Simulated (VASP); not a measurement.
Here is a VASP 6.6.1 calculation.

INCAR

```
PREC = Accurate ; ENCUT = 520
EDIFF = 1E-6 ; ISMEAR = -1
SIGMA = 0.05 ; LREAL = F
LASPH = T ; NELM = 150
ALGO = Normal ; ISIF = 2
LWAVE = F ; LCHARG = F
LNONCOLLINEAR = T ; MAGMOM = 0 0 0
LORBIT = 11 ; LSORBIT = T
GGA_COMPAT = F ; LORBMOM = T
GGA = PE ; NBANDS = 17
```

The input KPOINTS:

```
Automatic mesh
0
Gamma
  13 13 13
```

POSCAR

```
Te
1.0
    3.2078259948      0.0000000000      0.0000000000
    0.0000000000      3.2078259948      0.0000000000
    0.0000000000      0.0000000000      3.2078259948
Te
1
Direct
    0.0000000000      0.0000000000      0.0000000000
```

Potentials or basis: VASP PAW PBE potentials, release 64 (Te).

Run with:

```sh
$ cat potpaw_PBE.64/Te/POTCAR > POTCAR
$ mpirun -np 1 vasp_ncl > vasp.out
```

Problem. What does it give for the net moment?

Solution. 0.00 μB per cell.

Problem. Estimate the pressure.

Solution. -0.1 GPa.

Moments on the atoms (μB; x, y, z):
```
Te  0.00 0.00 0.00
```
